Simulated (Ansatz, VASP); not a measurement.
# One calculation of Ca, two programs

```
Ca
1.0
     3.19625   -6.78642    0.00000
     3.19625    6.78642    0.00000
     0.00000    0.00000    3.97536
Ca
4
Direct
  0.13307 0.86693 0.99998
  0.63307 0.36693 0.50002
  0.86693 0.13307 0.00002
  0.36693 0.63307 0.49998
```

Alike in both runs: functional PBE; k mesh 8 × 8 × 12; occupations gaussian, width 0.1 eV; no spin polarisation.

Ansatz relaxed the structure, and its values are those at the end. VASP's run is a single point on that final structure, the one shown.

|  | VASP | Ansatz |
| --- | --- | --- |
| version | VASP 6.6.1 | Ansatz 0.2.0 |
| potentials or method | VASP PAW PBE potentials, release 64 (Ca_sv), cutoff 520 eV | scalar-relativistic, plane waves, PAW |
| valence electrons in the cell | 40 | 40 |

|  | VASP | Ansatz | Ansatz less VASP |
| --- | --- | --- | --- |
| gap on the k mesh at the Fermi level (eV) | none | none | - |
| pressure (GPa) | 0.0 | 0.0 | -0.01 |

A gap of «none» marks a metal or a gap that the smearing closes. The functional is the same, so the differences come from potentials, cutoffs and numerics.
